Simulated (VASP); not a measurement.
Be2H3Br, 6 atoms in the cell. The structure is tetragonal, space group P-4m2 (No. 115). The conventional cell has a = 3.370 Å, b = 3.370 Å, c = 4.891 Å, α = 90.00°, β = 90.00°, γ = 90.00°. Within 2.4 Å of Be (site symmetry 2mm) lie 6 H at 1.84 to 2.39 Å and 2 Br at 2.39 Å. Within 2.4 Å of H (site symmetry -4m2) lie 4 Be at 1.84 Å and 4 H at 2.38 Å. Within 2.4 Å of H (site symmetry -4m2) lie 4 Be at 1.84 Å and 4 H at 2.38 Å. Within 3.1 Å of H (site symmetry -4m2) lie 4 Br at 2.38 Å and 4 Be at 2.39 Å and 2 H at 2.45 Å. Within 3.1 Å of Br (site symmetry -4m2) lie 6 H at 2.38 to 2.45 Å and 4 Be at 2.39 Å. 

* Program: VASP 6.6.1
* Task: relaxation of cell and atoms
* Functional: PBE
* Potentials or basis: VASP PAW PBE potentials, release 64 (Be, H, Br)
* Cutoff: 600 eV
* k mesh: 12 × 12 × 8
* Occupations: gaussian, width 0.1 eV
* Spin: no spin polarisation
* Dipole correction: no
* Further INCAR settings: ALGO = Normal; EDIFF = 1e-06; IBRION = 2; EDIFFG = -0.01; NSW = 100; ISIF = 3

Potentials or basis: VASP PAW PBE potentials, release 64 (Be, H, Br).

Run with:

```sh
$ cat potpaw_PBE.64/Be/POTCAR potpaw_PBE.64/H/POTCAR potpaw_PBE.64/Br/POTCAR > POTCAR
$ mpirun -np 1 vasp_std > vasp.out
```

Hardware: 1 thread of Intel(R) Xeon(R) 6975P-C (Granite Rapids) (shared host).

Task: Estimate the wall time of this run.

Result: Run time: 89 s on 1 thread of Intel(R) Xeon(R) 6975P-C (Granite Rapids), with other jobs on the host, peak memory 0.27 GiB. Counts: scf iterations 33, k points 140, ion steps 5.
